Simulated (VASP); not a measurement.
Write the native input for VASP 6.6.1 that does the following.

- Task: single point
- Functional: r2SCAN
- Potentials or basis: VASP PAW PBE potentials, release 64 (Ti_sv)
- Cutoff: 520 eV
- k mesh: 12 × 12 × 18
- Occupations: gaussian, width 0.1 eV
- Spin: no spin polarisation
- Dipole correction: no
- Further INCAR settings: ALGO = Normal; EDIFF = 1e-06; NBANDS = 25

Ti:

```
Ti
1.0
     4.70506    0.00000    0.00000
    -2.35253    4.07470    0.00000
     0.00000    0.00000    2.90930
Ti
3
Cartesian
  0.0000 0.0000 0.0000
  0.0000 2.7165 1.4546
  2.3525 1.3582 1.4546
```

This cell differs from its parent crystal: equal strain along all axes, cell held: +3.0 %.

One way to write it, as run:

POSCAR

```
Ti
1.0
    4.7050623626      0.0000000000      0.0000000000
   -2.3525311813      4.0747035324      0.0000000000
    0.0000000000      0.0000000000      2.9092998168
Ti
3
Direct
    0.0000000000      0.0000000000      0.0000000000
    0.3333333333      0.6666666667      0.5000000000
    0.6666666667      0.3333333333      0.5000000000
```

INCAR.step1

```
PREC     = Accurate       # precision mode
ENCUT    = 520            # plane-wave cutoff, eV
ISMEAR   = 0              # smearing method
SIGMA    = 0.1            # smearing width, eV
LREAL    = F              # projectors in reciprocal space
LASPH    = T              # aspherical terms in the spheres
NELM     = 80             # most SCF steps
NBANDS   = 25             # bands
GGA      = PE             # functional
ALGO     = Normal         # electronic algorithm
EDIFF    = 1E-4           # SCF threshold, eV
LWAVE    = T              # write WAVECAR
LCHARG   = F              # write CHGCAR
```

INCAR.step2

```
PREC     = Accurate       # precision mode
ENCUT    = 520            # plane-wave cutoff, eV
EDIFF    = 1E-6           # SCF threshold, eV
ISMEAR   = 0              # smearing method
SIGMA    = 0.1            # smearing width, eV
LREAL    = F              # projectors in reciprocal space
LASPH    = T              # aspherical terms in the spheres
NELM     = 80             # most SCF steps
ALGO     = Normal         # electronic algorithm
ISIF     = 2              # what is computed and relaxed
LWAVE    = F              # write WAVECAR
LCHARG   = T              # write CHGCAR
METAGGA  = R2SCAN         # meta-GGA
LMIXTAU  = T            
LELF     = T              # ELF
LVHAR    = T            
NBANDS   = 25             # bands
ISTART   = 1
```

KPOINTS

```
regular mesh
0
Gamma
  12 12 18
```

Potentials or basis: VASP PAW PBE potentials, release 64 (Ti_sv).

Launch:

```console
$ cat potpaw_PBE.64/Ti_sv/POTCAR > POTCAR
$ cp INCAR.step1 INCAR
$ mpirun -np 1 vasp_std > vasp.out
$ cp INCAR.step2 INCAR
$ mpirun -np 1 vasp_std > vasp.out
```

It gave:

```yaml
Pressure: -8.6 GPa
Band_gap_on_the_k_mesh: zero (bands 18 and 19 overlap by 0.18 eV)
```

Caveat: the cell differs from its parent crystal (equal strain along all axes, cell held: +3.0 %); the cell stands under tension; the PAW data sets were made with another functional, which shifts forces and pressure a little.

It took 7.9 min on 1 thread of Intel(R) Xeon(R) Platinum 8488C (Sapphire Rapids) (shared host), peak memory 0.32 GiB.
